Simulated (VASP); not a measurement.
# SiMo3 (Pm-3n) in VASP: a series of runs, part 2 of 2

VASP 6.6.1. The steps go on from the part before.

## (3) Single point, PBEsol

This run uses another cell than the first one, of the same volume but with other edges.

INCAR

```
PREC = Accurate
ENCUT = 520
EDIFF = 1E-6
ISMEAR = 0
SIGMA = 0.1
LREAL = False
LASPH = True
NELM = 100
ALGO = Fast
ISIF = 2
LWAVE = False
LCHARG = False
GGA = PS
NBANDS = 56
```

KPOINTS

```
regular mesh
0
Gamma
  6 6 12
```

POSCAR

```
SiMo3
1.0
    6.8753196777      0.0000000000      0.0000000000
   -3.4376598389      5.9542015001      0.0000000000
    3.4376598389      1.9847338334      2.8068375048
Si Mo
2 6
Direct
    0.0000000000      0.0000000000      0.0000000000
    0.0000000000      0.5000000000      0.5000000000
    0.7500000000      0.0000000000      0.7500000000
    0.7500000000      0.2500000000      0.2500000000
    0.2500000000      0.0000000000      0.2500000000
    0.2500000000      0.7500000000      0.7500000000
    0.5000000000      0.5000000000      0.2500000000
    0.5000000000      0.5000000000      0.7500000000
```

Potentials or basis: VASP PAW PBE potentials, release 64 (Si, Mo_sv).

Run with:

```sh
> cat potpaw_PBE.64/Si/POTCAR potpaw_PBE.64/Mo_sv/POTCAR > POTCAR
> mpirun -np 1 vasp_std > vasp.out
```

Run time: 3.5 min. Hardware: 1 thread of Intel Xeon 6975P-C (Granite Rapids), shared host; peak memory 0.38 GiB.

It converged, with:

| Property | Result |
| --- | --- |
| Free energy | -85.1282 eV |
| Pressure | 0.5 GPa |
| Band gap on the k mesh | zero (bands 46 and 47 overlap by 2.48 eV) |

Levels at points of the mesh, in eV from the Fermi level:
```tsv
k point	band 42	band 43	band 44	band 45	band 46	band 47	band 48	band 49	band 50	band 51
(0.00, 0.00, 0.00)	-2.23	-1.61	-1.61	1.28	1.28	1.28	2.13	2.44	2.50	2.70
(0.50, 0.00, 0.00)	-1.29	-1.16	-0.89	-0.89	-0.78	-0.72	-0.53	-0.10	0.26	0.84
(0.00, 0.50, 0.00)	-2.52	-1.73	-1.73	0.26	0.26	0.94	0.94	1.54	1.54	1.61
(0.00, 0.00, 0.50)	-1.82	-1.21	-1.21	-1.21	-1.21	-1.21	-1.21	1.30	1.30	1.30
```

Caveat: the PAW data sets were made with another functional, which shifts forces and pressure a little.

## (4) Single point, PBEsol

INCAR

```
SYSTEM = SiMo3
  ALGO = Fast
  EDIFF = 1E-7
  ENCUT = 520
  GGA = PS
  ISIF = 2
  ISMEAR = 0
  LASPH = .TRUE.
  LCHARG = .FALSE.
  LREAL = .FALSE.
  LWAVE = .FALSE.
  NBANDS = 56
  NELM = 60
  PREC = Accurate
  SIGMA = 0.1
```

KPOINTS

```
k-points
0
G
  8 8 8
  0 0 0
```

POSCAR

```
SiMo3
1.0
    4.8615851670      0.0000000000      0.0000000000
    0.0000000000      4.8615851670      0.0000000000
    0.0000000000      0.0000000000      4.8615851670
Si Mo
2 6
Direct
    0.0000000000      0.0000000000      0.0000000000
    0.5000000000      0.5000000000      0.5000000000
    0.2500000000      0.0000000000      0.5000000000
    0.5000000000      0.7500000000      0.0000000000
    0.7500000000      0.0000000000      0.5000000000
    0.5000000000      0.2500000000      0.0000000000
    0.0000000000      0.5000000000      0.7500000000
    0.0000000000      0.5000000000      0.2500000000
```

Run with:

```sh
> cat potpaw_PBE.64/Si/POTCAR potpaw_PBE.64/Mo_sv/POTCAR > POTCAR
> mpirun -np 1 vasp_std > vasp.out
```

It took 1.7 min on 1 thread of Intel Xeon 6975P-C (Granite Rapids), shared host; peak memory 0.3 GiB.

The run converged. Its results:

| Property | Result |
| --- | --- |
| Free energy | -85.1110 eV |
| Pressure | 0.6 GPa |
| Band gap on the k mesh | zero (bands 46 and 47 overlap by 2.48 eV) |

Levels at points of the mesh, in eV from the Fermi level:
| k point | band 44 | band 45 | band 46 | band 47 | band 48 | band 49 |
| --- | --- | --- | --- | --- | --- | --- |
| (0.00, 0.00, 0.00) | -1.61 | 1.27 | 1.27 | 1.27 | 2.12 | 2.43 |
| (0.50, 0.00, 0.00) | -1.74 | 0.26 | 0.26 | 0.94 | 0.94 | 1.54 |
| (0.50, 0.50, 0.00) | -0.89 | -0.89 | -0.78 | -0.73 | -0.54 | -0.10 |
| (0.50, 0.50, 0.50) | -1.21 | -1.21 | -1.21 | -1.21 | -1.21 | 1.29 |

Caveat: the PAW data sets were made with another functional, which shifts forces and pressure a little.

## (5) Single point, PBEsol

INCAR is that of step 4.

KPOINTS is that of step 4.

Edit POSCAR of step 4 so:

```diff
@@ -2,5 +2,5 @@
 1.0
-    4.8615851670      0.0000000000      0.0000000000
-    0.0000000000      4.8615851670      0.0000000000
-    0.0000000000      0.0000000000      4.8615851670
+    4.8615851671      0.0000000000      0.0000000000
+    0.0000000000      4.8615851671      0.0000000000
+    0.0000000000      0.0000000000      4.8615851671
 Si Mo
```

Run with:

```sh
> cat potpaw_PBE.64/Si/POTCAR potpaw_PBE.64/Mo_sv/POTCAR > POTCAR
> mpirun -np 1 vasp_std > vasp.out
```

Run time: 1.7 min. Hardware: 1 thread of Intel Xeon 6975P-C (Granite Rapids), shared host; peak memory 0.3 GiB.

Results (log left out):

* Free energy: -85.1110 eV
* Pressure: 0.6 GPa
* Band gap on the k mesh: zero (bands 46 and 47 overlap by 2.48 eV)

Levels at points of the mesh, in eV from the Fermi level:
```csv
k point,band 44,band 45,band 46,band 47,band 48,band 49
"(0.00, 0.00, 0.00)",-1.61,1.27,1.27,1.27,2.12,2.43
"(0.50, 0.00, 0.00)",-1.74,0.26,0.26,0.94,0.94,1.54
"(0.50, 0.50, 0.00)",-0.89,-0.89,-0.78,-0.73,-0.54,-0.10
"(0.50, 0.50, 0.50)",-1.21,-1.21,-1.21,-1.21,-1.21,1.29
```

Caveat: the PAW data sets were made with another functional, which shifts forces and pressure a little.

## (6) Single point, PBEsol

INCAR

```
PREC = Accurate
ENCUT = 520
EDIFF = 1E-6
ISMEAR = 0
SIGMA = 0.15
LREAL = F
LASPH = T
NELM = 100
ALGO = Fast
ISIF = 2
LWAVE = F
LCHARG = F
GGA = PS
NBANDS = 56
```

KPOINTS

```
Automatic mesh
0
Gamma
  8 8 8
```

POSCAR is that of step 5.

Potentials or basis: VASP PAW PBE potentials, release 64 (Si, Mo_sv).

Run with:

```sh
> cat potpaw_PBE.64/Si/POTCAR potpaw_PBE.64/Mo_sv/POTCAR > POTCAR
> mpirun -np 1 vasp_std > vasp.out
```

It took 91 s on 1 thread of Intel Xeon 6975P-C (Granite Rapids), shared host; peak memory 0.3 GiB.

It converged, with:

* Free energy: -85.1241 eV
* Pressure: 0.6 GPa
* Band gap on the k mesh: zero (bands 46 and 47 overlap by 2.48 eV)

Levels at points of the mesh, in eV from the Fermi level:
| k point | band 42 | band 43 | band 44 | band 45 | band 46 | band 47 | band 48 | band 49 | band 50 | band 51 |
| --- | --- | --- | --- | --- | --- | --- | --- | --- | --- | --- |
| (0.00, 0.00, 0.00) | -2.23 | -1.61 | -1.61 | 1.27 | 1.27 | 1.27 | 2.13 | 2.44 | 2.45 | 2.70 |
| (0.50, 0.00, 0.00) | -2.53 | -1.74 | -1.74 | 0.26 | 0.26 | 0.94 | 0.94 | 1.54 | 1.54 | 1.61 |
| (0.50, 0.50, 0.00) | -1.29 | -1.16 | -0.89 | -0.89 | -0.78 | -0.73 | -0.53 | -0.10 | 0.26 | 0.84 |
| (0.50, 0.50, 0.50) | -1.82 | -1.21 | -1.21 | -1.21 | -1.21 | -1.21 | -1.21 | 1.29 | 1.29 | 1.29 |

Caveat: the PAW data sets were made with another functional, which shifts forces and pressure a little.

## (7) Single point, PBEsol

INCAR

```
ALGO = Fast ; EDIFF = 1E-7
ENCUT = 520 ; GGA = PS
ISIF = 2 ; ISMEAR = 0
LASPH = T ; LCHARG = T
LELF = T ; LREAL = F
LVHAR = T ; LWAVE = F
NBANDS = 56 ; NELM = 60
PREC = Accurate ; SIGMA = 0.1
```

KPOINTS

```
k-points
0
Gamma
  7 7 7
```

POSCAR

```
SiMo3
1.0
    4.8615851673      0.0000000000      0.0000000000
    0.0000000000      4.8615851673      0.0000000000
    0.0000000000      0.0000000000      4.8615851673
Si Mo
2 6
Direct
    0.0000000000      0.0000000000      0.0000000000
    0.5000000000      0.5000000000      0.5000000000
    0.0000000000      0.5000000000      0.2500000000
    0.2500000000      0.0000000000      0.5000000000
    0.0000000000      0.5000000000      0.7500000000
    0.7500000000      0.0000000000      0.5000000000
    0.5000000000      0.2500000000      0.0000000000
    0.5000000000      0.7500000000      0.0000000000
```

Run with:

```sh
> cat potpaw_PBE.64/Si/POTCAR potpaw_PBE.64/Mo_sv/POTCAR > POTCAR
> mpirun -np 1 vasp_std > vasp.out
```

It took 3.9 min on 1 thread of AMD EPYC 7R13, shared host; peak memory 0.23 GiB.

The run converged. Its results:

* Free energy: -85.1450 eV
* Pressure: 0.3 GPa
* Band gap on the k mesh: zero (bands 46 and 47 overlap by 1.99 eV)

Levels at points of the mesh, in eV from the Fermi level:
| k point | band 42 | band 43 | band 44 | band 45 | band 46 | band 47 | band 48 | band 49 |
| --- | --- | --- | --- | --- | --- | --- | --- | --- |
| (0.00, 0.00, 0.00) | -2.23 | -1.61 | -1.61 | 1.28 | 1.28 | 1.28 | 2.13 | 2.44 |

Caveat: the PAW data sets were made with another functional, which shifts forces and pressure a little.

## (8) Summary

| level | U | cell | k mesh | smearing | further INCAR settings | gap on the mesh (eV) | pressure (GPa) |
| --- | --- | --- | --- | --- | --- | --- | --- |
| PBEsol+U | Mo d U = 8.0 eV | a = 4.862 Å, 8 atoms, atomic positions A | 8 × 8 × 8 | gaussian 0.1 eV | ALGO = Fast; EDIFF = 1e-06; NBANDS = 56 | none | 13.8 |
| PBEsol | - | a = 6.875, b = 6.875, c = 4.862 Å, angles 90.0, 45.0, 120.0°, 8 atoms, atomic positions B | 6 × 6 × 12 | gaussian 0.1 eV | ALGO = Fast; EDIFF = 1e-06; NBANDS = 56 | none | 0.5 |
| PBEsol | - | a = 4.862 Å, 8 atoms, atomic positions A | 8 × 8 × 8 | gaussian 0.1 eV | ALGO = Fast; EDIFF = 1e-07; NBANDS = 56 | none | 0.6 |
| PBEsol | - | a = 4.862 Å, 8 atoms, atomic positions A | 8 × 8 × 8 | gaussian 0.15 eV | ALGO = Fast; EDIFF = 1e-06; NBANDS = 56 | none | 0.6 |
| PBEsol | - | a = 4.862 Å, 8 atoms, atomic positions A | 7 × 7 × 7 | gaussian 0.1 eV | ALGO = Fast; EDIFF = 1e-07; NBANDS = 56 | none | 0.3 |

Alike in all rows: task single point; potentials or basis VASP PAW PBE potentials, release 64 (Si, Mo_sv); no spin polarisation; cutoff (eV) 520.

The pressure there spans 0.3 GPa (PBEsol) to 13.8 GPa (PBEsol+U); a positive pressure means that this level wants a larger cell, a negative one a smaller.

Caveats: the PAW data sets were made with another functional, which shifts forces and pressure a little; the cell stands under pressure (at least some runs); U without spin polarisation on a metal has little footing (at least some runs); the U is typed as a test and isn't derived for this compound (at least some runs).

Absolute energies hang on the potentials; compare differences alone.
